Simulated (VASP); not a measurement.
# HfO2 in VASP: notebook

Runs on HfO2. Level: PBE. Tasks: single point.

Everything below comes from runs of VASP 6.6.1. Logs are shortened: lines on timing, memory, paths and dates and some standing lists are left out, and cuts for length are marked.

**1. The cell of the first run**

The structure is cubic, space group Fm-3m (No. 225). Conventional cell: a = 4.859 Å, b = 4.859 Å, c = 4.859 Å, α = 90.00°, β = 90.00°, γ = 90.00°. Within 2.8 Å of Hf (site symmetry m-3m) lie 8 O at 2.10 Å. Within 2.8 Å of O (site symmetry -43m) lie 4 Hf at 2.10 Å and 6 O at 2.43 Å.

**2. Single point, PBE (strain -0.050 along x and y, -0.050 along z)**

INCAR

```
PREC     = Accurate       # precision mode
ENCUT    = 520            # plane-wave cutoff, eV
EDIFF    = 1E-6           # SCF threshold, eV
ISMEAR   = 0              # smearing method
SIGMA    = 0.05           # smearing width, eV
LREAL    = F              # projectors in reciprocal space
LASPH    = T              # aspherical terms in the spheres
NELM     = 100            # most SCF steps
ALGO     = Normal         # electronic algorithm
ISIF     = 2              # what is computed and relaxed
LWAVE    = F              # write WAVECAR
LCHARG   = F              # write CHGCAR
GGA      = PE             # functional
NBANDS   = 18             # bands
```

KPOINTS

```
Automatic mesh
0
Gamma
  8 8 8
```

POSCAR

```
HfO2
1.0
    0.0000000000      2.4296250000      2.4296250000
    2.4296250000      0.0000000000      2.4296250000
    2.4296250000      2.4296250000      0.0000000000
Hf O
1 2
Direct
    0.0000000000      0.0000000000      0.0000000000
    0.2500000000      0.2500000000      0.2500000000
    0.7500000000      0.7500000000      0.7500000000
```

Potentials or basis: VASP PAW PBE potentials, release 64 (Hf_pv, O).

Started as:

```console
cat potpaw_PBE.64/Hf_pv/POTCAR potpaw_PBE.64/O/POTCAR > POTCAR
mpirun -np 1 vasp_std > vasp.out
```

OUTCAR:

```text
PREC = Accurate
   ENCUT = 520
   EDIFF = 1E-6
   ISMEAR = 0
   LREAL = F
   LASPH = T
   NELM = 100
   ISIF = 2
   GGA = PE

 ion  position               nearest neighbor table
   1  0.000  0.000  0.000-   2 2.10   3 2.10   3 2.10   3 2.10   3 2.10   2 2.10   2 2.10   2 2.10

   2  0.250  0.250  0.250-   1 2.10   1 2.10   1 2.10   1 2.10
   3  0.750  0.750  0.750-   1 2.10   1 2.10   1 2.10   1 2.10

  LATTYP: Found a face centered cubic cell.
 ALAT       =     4.8592500000

  Lattice vectors:

 A1 = (   0.0000000000,   2.4296250000,   2.4296250000)
 A2 = (   2.4296250000,   0.0000000000,   2.4296250000)
 A3 = (   2.4296250000,   2.4296250000,   0.0000000000)

Analysis of symmetry for initial positions (statically):
=====================================================================
 Subroutine PRICEL returns:
 Original cell was already a primitive cell.

 Routine SETGRP: Setting up the symmetry group for a
 face centered cubic supercell.

 Subroutine GETGRP returns: Found 48 space group operations
 (whereof 48 operations were pure point group operations)
 out of a pool of 48 trial point group operations.

The static configuration has the point symmetry O_h .

Analysis of symmetry for dynamics (positions and initial velocities):
=====================================================================
 Subroutine PRICEL returns:
 Original cell was already a primitive cell.

 Routine SETGRP: Setting up the symmetry group for a
 face centered cubic supercell.

 Subroutine GETGRP returns: Found 48 space group operations
 (whereof 48 operations were pure point group operations)
 out of a pool of 48 trial point group operations.

The dynamic configuration has the point symmetry O_h .

 Subroutine INISYM returns: Found 48 space group operations
 (whereof 48 operations are pure point group operations),
 and found     1 'primitive' translations

----------------------------------------------------------------------------------------

                                     Primitive cell

  volume of cell :      28.6845

  direct lattice vectors                    reciprocal lattice vectors
     0.000000000  2.429625000  2.429625000    -0.205793075  0.205793075  0.205793075
     2.429625000  0.000000000  2.429625000     0.205793075 -0.205793075  0.205793075
[... 80 lines left out ...]
   ICHARG =      2    charge: 1-file 2-atom 10-const
   ISPIN  =      1    spin polarized calculation?
   LNONCOLLINEAR =      F non collinear calculations
   LSORBIT =      F    spin-orbit coupling
   LASPH  =      T    aspherical Exc in radial PAW
   ENCUT  =  520.0 eV  38.22 Ry    6.18 a.u.   6.39  6.39  6.39*2*pi/ulx,y,z
   NELM   =    100;   NELMIN=  2; NELMDL= -5     # of ELM steps
   EDIFF  = 0.1E-05   stopping-criterion for ELM
   LREAL  =      F    real-space projection
   EDIFFG = 0.1E-04   stopping-criterion for IOM
   NSW    =      0    number of steps for IOM
   IBRION =     -1    ionic relax: 0-MD 1-quasi-New 2-CG
   NFREE  =      0    steps in history (QN), initial steepest desc. (CG)
   ISIF   =      2    stress and relaxation
   ISYM   =      2    0-nonsym 1-usesym 2-fastsym
   POTIM  = 0.5000    time-step for ionic-motion
   TEBEG  =    0.0;   TEEND  =   0.0 temperature during run
   PSTRESS=    0.0 pullay stress
   NELECT =      22.0000    total number of electrons
   NUPDOWN=      -1.0000    fix difference up-down
   EMIN   =  10.00;   EMAX   =-10.00  energy-range for DOS
   EFERMI =   0.00;   METHOD = LEGACY
   ISMEAR =     0;   SIGMA  =   0.05  broadening in eV -4-tet -1-fermi 0-gaus
   EFERMI_NEDOS =   21; number of points for ismear=-14 and -15
   IALGO  =     38    algorithm
   IMIX   =      4    mixing-type and parameters
     AMIX     =   0.40;   BMIX     =  1.00
     AMIX_MAG =   1.60;   BMIX_MAG =  1.00
  volume/ion in A,a.u.               =       9.56        64.52
  Fermi-wavevector in a.u.,A,eV,Ry     =   1.498534  2.831818 30.553282  2.245603
  Thomas-Fermi vector in A             =   2.610280
   LORBIT       =      0    0 simple, 1 ext, 2 COOP (PROOUT), +10 PAW based schemes
   GGA     = PE    functional components
   LHFCALC =     F    Hartree Fock is set to
   AEXX    =    0.0000 exact exchange contribution
   IVDW    =     0    specifies the selected vdW correction
   LEPSILON=     F    determine dielectric tensor
   LRPA    =     F    only Hartree local field effects (RPA)
 non-spin polarized calculation
 Gauss-broadening in eV      SIGMA  =   0.05
  energy-cutoff  :      520.00
  volume of cell :       28.68
 maximum number of plane-waves:       784
 NGX is ok and might be reduce to    28
   NGX = 13   NGY = 13   NGZ = 13

 number of electron      22.0000003 magnetization

 Free energy of the ion-electron system (eV)
  ---------------------------------------------------
  ext. energy  EPLUGINS =         0.00000000
  ---------------------------------------------------
  free energy    TOTEN  =       -29.77207715 eV

  energy without entropy =      -29.77207715  energy(sigma->0) =      -29.77207715

 E-fermi :   5.6531     XC(G=0): -12.5362

 val. band max:        5.4289331387   @ k =   0.5000   0.5000   0.0000
 cond. band min:       9.5714769753   @ k =   0.5000   0.5000   0.0000
 fundamental gap:      4.1425438366
 Fermi energy:         5.6530997228

 k-point     1 :       0.0000    0.0000    0.0000
  band No.  band energies     occupation
      1     -23.6904      2.00000
      2     -23.6904      2.00000
      3     -23.6904      2.00000
      4     -14.1378      2.00000
      5     -10.4312      2.00000
      6      -0.7520      2.00000
[... 481 lines left out ...]
      5     -11.3235      2.00000
      6      -0.0488      2.00000
[... 10 lines left out ...]
     17      17.2860      0.00000
     18      19.6359      0.00000

 [... further k-points ...]
[... 5 lines left out ...]
  --------------------------------------------------------------------------------------
  -------------------------------------------------------------------------------------
  Total        7.6546102      7.6546102      7.6546102      0.0000000      0.0000000      0.0000000
  in kB      427.5490273    427.5490273    427.5490273      0.0000000      0.0000000      0.0000000
  external PRESSURE =     427.5490273 kB  Pullay stress =       0.0000000 kB

 VOLUME and BASIS-vectors are now :
 -----------------------------------------------------------------------------
  energy-cutoff  :      520.00
  volume of cell :       28.68
      direct lattice vectors                 reciprocal lattice vectors
     0.000000000  2.429625000  2.429625000    -0.205793075  0.205793075  0.205793075
     2.429625000  0.000000000  2.429625000     0.205793075 -0.205793075  0.205793075
     2.429625000  2.429625000  0.000000000     0.205793075  0.205793075 -0.205793075

 POSITION                                       TOTAL-FORCE (eV/Angst)
 -----------------------------------------------------------------------------------
      0.00000      0.00000      0.00000        -0.000000      0.000000     -0.000000
      1.21481      1.21481      1.21481        -0.000000     -0.000000     -0.000000
      3.64444      3.64444      3.64444         0.000000      0.000000      0.000000
 -----------------------------------------------------------------------------------
    total drift:                                0.000000      0.000000      0.000000

  FREE ENERGIE OF THE ION-ELECTRON SYSTEM (eV)
  ---------------------------------------------------
  free  energy   TOTEN  =       -29.7720771528 eV

  energy  without entropy=      -29.7720771528  energy(sigma->0) =      -29.77207715
```

Run time: 44 s. Hardware: 1 thread of AMD EPYC 7R13, shared host; peak memory 0.13 GiB.

What came out:

```
Free energy            : -29.7721 eV
Pressure               : 42.8 GPa
Band gap on the k mesh : 4.14 eV, direct
```

Levels at points of the mesh, in eV from the valence-band top:
```tsv
k point	band 9	band 10	band 11	band 12	band 13	band 14
(0.00, 0.00, 0.00)	-0.67	-0.67	-0.67	4.16	4.16	6.87
(0.50, 0.00, 0.00)	-3.01	-1.97	-1.97	5.07	5.07	8.27
(0.50, 0.50, 0.00)	-1.76	-1.76	0.00	4.14	6.20	7.88
```

Caveat: the cell differs from its parent crystal (strain -0.050 along x and y, -0.050 along z); spin-orbit coupling is left out, which moves the levels of the heavy elements. A k mesh can miss the band edges.

**3. Single point, PBE (strain -0.025 along x and y, +0.025 along z)**

INCAR

```
ALGO     = Normal         # electronic algorithm
EDIFF    = 1E-6           # SCF threshold, eV
ENCUT    = 520            # plane-wave cutoff, eV
GGA      = PE             # functional
ISIF     = 2              # what is computed and relaxed
ISMEAR   = 0              # smearing method
LASPH    = True           # aspherical terms in the spheres
LCHARG   = True           # write CHGCAR
LELF     = True           # ELF
LREAL    = False          # projectors in reciprocal space
LVHAR    = True         
LWAVE    = False          # write WAVECAR
NBANDS   = 18             # bands
NELM     = 100            # most SCF steps
PREC     = Accurate       # precision mode
SIGMA    = 0.05           # smearing width, eV
```

KPOINTS

```
k-points
0
Gamma
  8 8 8
```

POSCAR

```
HfO2
1.0
    0.0000000000      2.4935625000      2.6214375000
    2.4935625000      0.0000000000      2.6214375000
    2.4935625000      2.4935625000      0.0000000000
Hf O
1 2
Direct
    0.0000000000      0.0000000000      0.0000000000
    0.2500000000      0.2500000000      0.2500000000
    0.7500000000      0.7500000000      0.7500000000
```

Potentials or basis: VASP PAW PBE potentials, release 64 (Hf_pv, O).

Started as:

```console
cat potpaw_PBE.64/Hf_pv/POTCAR potpaw_PBE.64/O/POTCAR > POTCAR
mpirun -np 1 vasp_std > vasp.out
```

Wall time 84 s (1 thread of AMD EPYC 7R13, shared host); peak memory 0.15 GiB.

It converged, with:

```yaml
Free_energy: -30.1684 eV
Pressure: 0.3 GPa
Band_gap_on_the_k_mesh: 3.28 eV, indirect (least direct gap 3.49 eV)
```

Stress tensor (GPa, compression positive):
```
  8.20   0.00   0.00
  0.00   8.20   0.00
  0.00   0.00 -15.42
```

Levels at points of the mesh, in eV from the valence-band top:
```
           k point  band 9  band 10  band 11  band 12  band 13  band 14
(0.00, 0.00, 0.00)   -1.23    -0.58    -0.58     3.28     3.93     5.75
(0.50, 0.00, 0.00)   -2.93    -2.05    -1.99     4.29     4.51     6.71
(0.50, 0.50, 0.00)   -1.55    -1.55    -0.53     3.57     5.29     5.88
(0.50, 0.00, 0.50)   -2.23    -1.35     0.00     3.49     5.38     6.66
```

Caveat: the cell differs from its parent crystal (strain -0.025 along x and y, +0.025 along z); spin-orbit coupling is left out, which moves the levels of the heavy elements. A k mesh can miss the band edges.
